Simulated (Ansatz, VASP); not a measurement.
One calculation of MgBr2O2, two programs

```
Mg Br O
1.0
     3.90799   -4.39480    0.00000
     3.90799    4.39480    0.00000
    -0.42720    0.00000    3.79676
Mg Br O
1 2 2
Direct
  0.00000 0.00000 0.00000
  0.23771 0.23771 0.55640
  0.76229 0.76229 0.44360
  0.22821 0.77179 0.00000
  0.77179 0.22821 0.00000
```

Alike in both runs: task single point; functional PBE; k mesh 6 × 6 × 10; occupations gaussian, width 0.1 eV; no spin polarisation.

|  | VASP | Ansatz |
| --- | --- | --- |
| version | VASP 6.6.1 | Ansatz 0.2.0 |
| potentials or method | VASP PAW PBE potentials, release 64 (Mg, Br, O), cutoff 520 eV | scalar-relativistic, plane waves, PAW |
| valence electrons in the cell | 28 | 36 |

Ansatz gave:

| Item | Value |
| --- | --- |
| gap on the k mesh at the Fermi level (eV) | none |
| pressure (GPa) | -2.4 |
| traceless stress, the component that is largest in VASP (GPa) | -2.62 |
| rms of the force components (eV/Å) | 0.181 |

**Question.** What did VASP give for the same quantities?

**Answer.** gap on the k mesh at the Fermi level (eV): none; pressure (GPa): -2.5; traceless stress, the component that is largest in VASP (GPa): -2.59; rms of the force components (eV/Å): 0.181.

Atom by atom the forces differ by 0.006 eV/Å (rms over components). A gap of «none» marks a metal or a gap that the smearing closes. VASP's potentials hold 28 valence electrons a cell and Ansatz's 36, so a difference there can come from the potentials and not from the codes.
